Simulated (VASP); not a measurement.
# Li2S (Fm-3m) in VASP: notebook

The runs below take Li2S through electric field gradients, density of states, with LDA.

Program: VASP 6.6.1. These are calculated values, not measurements. Logs are shortened: lines on timing, memory, paths and dates and some standing lists are left out, and cuts for length are marked.

## 1. The cell of the first run

Symmetry: Fm-3m, No. 225, cubic system. The conventional cell has a = 5.727 Å, b = 5.727 Å, c = 5.727 Å, α = 90.00°, β = 90.00°, γ = 90.00°. Li (site symmetry -43m) has 4 S at 2.48 Å and 6 Li at 2.86 Å within 3.3 Å. Within 3.3 Å of S (site symmetry m-3m) lie 8 Li at 2.48 Å.

## 2. Electric field gradients, LDA (volume scaled by 1.01)

Contents of INCAR:

```
PREC = Accurate ; ENCUT = 650
EDIFF = 1E-8 ; ISMEAR = -1
SIGMA = 0.02 ; LREAL = False
LASPH = True ; NELM = 120
ALGO = Normal ; ISIF = 2
LWAVE = False ; LCHARG = False
LEFG = True ; NBANDS = 13
GGA_COMPAT = False
```

Contents of KPOINTS:

```
regular mesh
0
Gamma
  7 7 7
```

Contents of POSCAR:

```
Li2S
1.0
    0.0000000000      2.8634817972      2.8634817972
    2.8634817972      0.0000000000      2.8634817972
    2.8634817972      2.8634817972      0.0000000000
Li S
2 1
Direct
    0.2500000000      0.2500000000      0.2500000000
    0.7500000000      0.7500000000      0.7500000000
    0.0000000000      0.0000000000      0.0000000000
```

Potentials or basis: VASP PAW LDA potentials, release 64 (Li_sv, S).

On the command line:

```sh
$ cat potpaw_LDA.64/Li_sv/POTCAR potpaw_LDA.64/S/POTCAR > POTCAR
$ mpirun -np 1 vasp_std > vasp.out
```

OUTCAR:

```text
PREC = Accurate
   ENCUT = 650
   EDIFF = 1E-8
   ISMEAR = -1
   LREAL = False
   LASPH = True
   NELM = 120
   ISIF = 2

 ion  position               nearest neighbor table
   1  0.250  0.250  0.250-   3 2.48   3 2.48   3 2.48   3 2.48
   2  0.750  0.750  0.750-   3 2.48   3 2.48   3 2.48   3 2.48
   3  0.000  0.000  0.000-   2 2.48   2 2.48   2 2.48   1 2.48   1 2.48   1 2.48   2 2.48   1 2.48

  LATTYP: Found a face centered cubic cell.
 ALAT       =     5.7269635944

  Lattice vectors:

 A1 = (   0.0000000000,   2.8634817972,   2.8634817972)
 A2 = (   2.8634817972,   0.0000000000,   2.8634817972)
 A3 = (   2.8634817972,   2.8634817972,   0.0000000000)

Analysis of symmetry for initial positions (statically):
=====================================================================
 Subroutine PRICEL returns:
 Original cell was already a primitive cell.

 Routine SETGRP: Setting up the symmetry group for a
 face centered cubic supercell.

 Subroutine GETGRP returns: Found 48 space group operations
 (whereof 48 operations were pure point group operations)
 out of a pool of 48 trial point group operations.

The static configuration has the point symmetry O_h .

Analysis of symmetry for dynamics (positions and initial velocities):
=====================================================================
 Subroutine PRICEL returns:
 Original cell was already a primitive cell.

 Routine SETGRP: Setting up the symmetry group for a
 face centered cubic supercell.

 Subroutine GETGRP returns: Found 48 space group operations
 (whereof 48 operations were pure point group operations)
 out of a pool of 48 trial point group operations.

The dynamic configuration has the point symmetry O_h .

 Subroutine INISYM returns: Found 48 space group operations
 (whereof 48 operations are pure point group operations),
 and found     1 'primitive' translations

----------------------------------------------------------------------------------------

                                     Primitive cell

  volume of cell :      46.9584

  direct lattice vectors                    reciprocal lattice vectors
     0.000000000  2.863481797  2.863481797    -0.174612599  0.174612599  0.174612599
     2.863481797  0.000000000  2.863481797     0.174612599 -0.174612599  0.174612599
     2.863481797  2.863481797  0.000000000     0.174612599  0.174612599 -0.174612599

  length of vectors
     4.049574793  4.049574793  4.049574793     0.302437894  0.302437894  0.302437894

  position of ions in fractional coordinates (direct lattice)
     0.250000000  0.250000000  0.250000000
     0.750000000  0.750000000  0.750000000
     0.000000000  0.000000000  0.000000000

  ion indices of the primitive-cell ions
   primitive index   ion index
                 1           1
                 2           2
                 3           3

----------------------------------------------------------------------------------------

 KPOINTS: regular mesh

Automatic generation of k-mesh.
 Grid dimensions read from file:
 generate k-points for:    7    7    7

 Generating k-lattice:

  Cartesian coordinates                     Fractional coordinates (reciprocal lattice)
    -0.024944657  0.024944657  0.024944657     0.142857143  0.000000000  0.000000000
     0.024944657 -0.024944657  0.024944657     0.000000000  0.142857143  0.000000000
     0.024944657  0.024944657 -0.024944657     0.000000000  0.000000000  0.142857143

  Length of vectors
     0.043205413  0.043205413  0.043205413

  Shift w.r.t. Gamma in fractional coordinates (k-lattice)
     0.000000000  0.000000000  0.000000000

 Subroutine IBZKPT returns following result:
 ===========================================

 Found     20 irreducible k-points:

 Following reciprocal coordinates:
            Coordinates               Weight
  0.000000  0.000000  0.000000      1.000000
  0.142857  0.000000  0.000000      8.000000
  0.285714  0.000000  0.000000      8.000000
  0.428571  0.000000  0.000000      8.000000
  0.142857  0.142857  0.000000      6.000000
  0.285714  0.142857  0.000000     24.000000
[... 12 lines left out ...]
 -0.428571  0.428571  0.142857     24.000000
 -0.285714  0.428571  0.142857     24.000000
   k-points           NKPTS =     20   k-points in BZ     NKDIM =     20   number of bands    NBANDS=     13
   number of dos      NEDOS =    301   number of ions     NIONS =      3
   total plane-waves  NPLWV =  46656
   dimension x,y,z NGX =    36 NGY =   36 NGZ =   36
   dimension x,y,z NGXF=    72 NGYF=   72 NGZF=   72
   ions per type =               2   1
   NGX,Y,Z   is equivalent  to a cutoff of  14.78, 14.78, 14.78 a.u.
   NGXF,Y,Z  is equivalent  to a cutoff of  29.56, 29.56, 29.56 a.u.
 SYSTEM =  unknown system
   PREC   = accura    normal or accurate (medium, high low for compatibility)
   ISTART =      0    job   : 0-new  1-cont  2-samecut
   ICHARG =      2    charge: 1-file 2-atom 10-const
   ISPIN  =      1    spin polarized calculation?
   LNONCOLLINEAR =      F non collinear calculations
   LSORBIT =      F    spin-orbit coupling
   LASPH  =      T    aspherical Exc in radial PAW
   ENCUT  =  650.0 eV  47.77 Ry    6.91 a.u.   8.42  8.42  8.42*2*pi/ulx,y,z
   NELM   =    120;   NELMIN=  2; NELMDL= -5     # of ELM steps
   EDIFF  = 0.1E-07   stopping-criterion for ELM
   LREAL  =      F    real-space projection
   EDIFFG = 0.1E-06   stopping-criterion for IOM
   NSW    =      0    number of steps for IOM
   IBRION =     -1    ionic relax: 0-MD 1-quasi-New 2-CG
   NFREE  =      0    steps in history (QN), initial steepest desc. (CG)
   ISIF   =      2    stress and relaxation
   ISYM   =      2    0-nonsym 1-usesym 2-fastsym
   POTIM  = 0.5000    time-step for ionic-motion
   TEBEG  =    0.0;   TEEND  =   0.0 temperature during run
   PSTRESS=    0.0 pullay stress
   NELECT =      12.0000    total number of electrons
   NUPDOWN=      -1.0000    fix difference up-down
   EMIN   =  10.00;   EMAX   =-10.00  energy-range for DOS
   EFERMI =   0.00;   METHOD = LEGACY
   ISMEAR =    -1;   SIGMA  =   0.02  broadening in eV -4-tet -1-fermi 0-gaus
   EFERMI_NEDOS =   21; number of points for ismear=-14 and -15
   IALGO  =     38    algorithm
   IMIX   =      4    mixing-type and parameters
     AMIX     =   0.40;   BMIX     =  1.00
     AMIX_MAG =   1.60;   BMIX_MAG =  1.00
  volume/ion in A,a.u.               =      15.65       105.63
  Fermi-wavevector in a.u.,A,eV,Ry     =   1.038877  1.963193 14.684299  1.079266
  Thomas-Fermi vector in A             =   2.173382
   LORBIT       =      0    0 simple, 1 ext, 2 COOP (PROOUT), +10 PAW based schemes
   GGA     = CA    functional components
   LHFCALC =     F    Hartree Fock is set to
   AEXX    =    0.0000 exact exchange contribution
   IVDW    =     0    specifies the selected vdW correction
   LEPSILON=     F    determine dielectric tensor
   LRPA    =     F    only Hartree local field effects (RPA)
 non-spin polarized calculation
  energy-cutoff  :      650.00
  volume of cell :       46.96
 maximum number of plane-waves:      1807
 NGX is ok and might be reduce to    36
   NGX = 17   NGY = 17   NGZ = 17

 number of electron      12.0000001 magnetization

 Free energy of the ion-electron system (eV)
  ---------------------------------------------------
  ext. energy  EPLUGINS =         0.00000000
  ---------------------------------------------------
  free energy    TOTEN  =       -12.97215441 eV

  energy without entropy =      -12.97215441  energy(sigma->0) =      -12.97215441

 E-fermi :   1.6885     XC(G=0):  -8.7648

 val. band max:        1.2893776984   @ k =   0.0000   0.0000   0.0000
 cond. band min:       4.6131422075   @ k =   0.4286   0.4286   0.0000
 fundamental gap:      3.3237645091
 Fermi energy:         1.6885046350

 k-point     1 :       0.0000    0.0000    0.0000
  band No.  band energies     occupation
      1     -41.9375      2.00000
      2     -41.8920      2.00000
      3      -9.6445      2.00000
      4       1.2894      2.00000
      5       1.2894      2.00000
      6       1.2894      2.00000
      7       5.2802      0.00000
      8       7.2991      0.00000
      9       7.2991      0.00000
     10       7.2991      0.00000
     11      12.3702      0.00000
     12      12.3702      0.00000
     13      13.3444      0.00000

 k-point     2 :       0.1429    0.0000    0.0000
  band No.  band energies     occupation
      1     -41.9349      2.00000
      2     -41.8940      2.00000
      3      -9.5729      2.00000
      4       0.5329      2.00000
      5       1.1757      2.00000
      6       1.1757      2.00000
      7       5.8149      0.00000
      8       7.5920      0.00000
      9       7.5920      0.00000
     10       7.7525      0.00000
     11      11.1921      0.00000
     12      11.1921      0.00000
     13      13.5507      0.00000

 k-point     3 :       0.2857    0.0000    0.0000
  band No.  band energies     occupation
      1     -41.9282      2.00000
      2     -41.8999      2.00000
      3      -9.3993      2.00000
      4      -0.6993      2.00000
      5       0.9524      2.00000
      6       0.9524      2.00000
      7       6.5636      0.00000
      8       7.8715      0.00000
      9       7.8715      0.00000
     10       8.7097      0.00000
     11      11.0978      0.00000
     12      11.0978      0.00000
     13      14.1400      0.00000
[... 241 lines left out ...]
 k-point    19 :      -0.4286    0.4286    0.1429
  band No.  band energies     occupation
      1     -41.9188      2.00000
      2     -41.9080      2.00000
      3      -9.1154      2.00000
      4      -0.8254      2.00000
      5      -0.2526      2.00000
      6      -0.1712      2.00000
      7       5.5889      0.00000
      8       8.7911      0.00000
      9       9.4036      0.00000
     10      11.5990      0.00000
     11      11.8473      0.00000
     12      13.0263      0.00000
     13      14.4439      0.00000

 k-point    20 :      -0.2857    0.4286    0.1429
  band No.  band energies     occupation
      1     -41.9143      2.00000
      2     -41.9125      2.00000
      3      -9.0979      2.00000
      4      -0.8012      2.00000
      5      -0.5774      2.00000
      6      -0.0729      2.00000
      7       6.3869      0.00000
      8       8.4892      0.00000
      9       9.8982      0.00000
     10      10.4181      0.00000
     11      11.9351      0.00000
     12      12.1656      0.00000
     13      14.5641      0.00000

------------------------ aborting loop because EDIFF is reached ----------------------------------------

  FORCE on cell =-STRESS in cart. coord.  units (eV):
  Direction    XX          YY          ZZ          XY          YZ          ZX
  --------------------------------------------------------------------------------------
  -------------------------------------------------------------------------------------
  Total       -1.0096474     -1.0096474     -1.0096474      0.0000000     -0.0000000      0.0000000
  in kB      -34.4482403    -34.4482403    -34.4482403      0.0000000     -0.0000000      0.0000000
  external PRESSURE =     -34.4482403 kB  Pullay stress =       0.0000000 kB

 VOLUME and BASIS-vectors are now :
 -----------------------------------------------------------------------------
  energy-cutoff  :      650.00
  volume of cell :       46.96
      direct lattice vectors                 reciprocal lattice vectors
     0.000000000  2.863481797  2.863481797    -0.174612599  0.174612599  0.174612599
     2.863481797  0.000000000  2.863481797     0.174612599 -0.174612599  0.174612599
     2.863481797  2.863481797  0.000000000     0.174612599  0.174612599 -0.174612599

 POSITION                                       TOTAL-FORCE (eV/Angst)
 -----------------------------------------------------------------------------------
      1.43174      1.43174      1.43174        -0.000000     -0.000000      0.000000
      4.29522      4.29522      4.29522         0.000000     -0.000000     -0.000000
      0.00000      0.00000      0.00000         0.000000      0.000000     -0.000000
 -----------------------------------------------------------------------------------
    total drift:                                0.000000      0.000000      0.000000

  FREE ENERGIE OF THE ION-ELECTRON SYSTEM (eV)
  ---------------------------------------------------
  free  energy   TOTEN  =       -12.9721544086 eV

  energy  without entropy=      -12.9721544086  energy(sigma->0) =      -12.97215441

 Electric field gradients (V/A^2)
---------------------------------------------------------------------
 ion       V_xx      V_yy      V_zz      V_xy      V_xz      V_yz
---------------------------------------------------------------------
   1       0.000     0.000     0.000     0.003     0.003     0.003
   2      -0.000     0.000     0.000     0.003     0.003     0.003
   3       0.000     0.000     0.000     0.000     0.000     0.000
---------------------------------------------------------------------

 Electric field gradients after diagonalization (V/A^2)
 (convention: |V_zz| > |V_xx| > |V_yy|)
----------------------------------------------------------------------
 ion       V_xx      V_yy      V_zz     asymmetry (V_yy - V_xx)/ V_zz
----------------------------------------------------------------------
   1      -0.003    -0.003     0.005       0.000
   2      -0.003    -0.003     0.005       0.000
   3      -0.000    -0.000     0.000       0.000
----------------------------------------------------------------------

           NMR quadrupolar parameters

 Cq : quadrupolar parameter    Cq=e*Q*V_zz/h
 eta: asymmetry parameters     (V_yy - V_xx)/ V_zz
 Q  : nuclear electric quadrupole moment in mb (millibarn)
----------------------------------------------------------------------
 ion       Cq(MHz)       eta       Q (mb)
----------------------------------------------------------------------
   1       0.000       0.000       1.000
   2       0.000       0.000       1.000
   3       0.000       0.000       1.000
----------------------------------------------------------------------
```

It took 7.9 s on 1 thread of Intel Xeon 6975P-C (Granite Rapids), shared host; peak memory 0.16 GiB.

Results:

- Free energy: -12.9722 eV
- Pressure: -3.4 GPa
- Band gap on the k mesh: 3.32 eV, indirect (least direct gap 3.99 eV)

Levels at points of the mesh, in eV from the valence-band top:
| k point | band 2 | band 3 | band 4 | band 5 | band 6 | band 7 | band 8 | band 9 | band 10 | band 11 |
| --- | --- | --- | --- | --- | --- | --- | --- | --- | --- | --- |
| (0.00, 0.00, 0.00) | -43.18 | -10.93 | 0.00 | 0.00 | 0.00 | 3.99 | 6.01 | 6.01 | 6.01 | 11.08 |

Caveat: without QUAD_EFG the Cq values of the log hold for a quadrupole moment of 1 mb, not for the nuclei.

(Continued in part 2 of 2.)
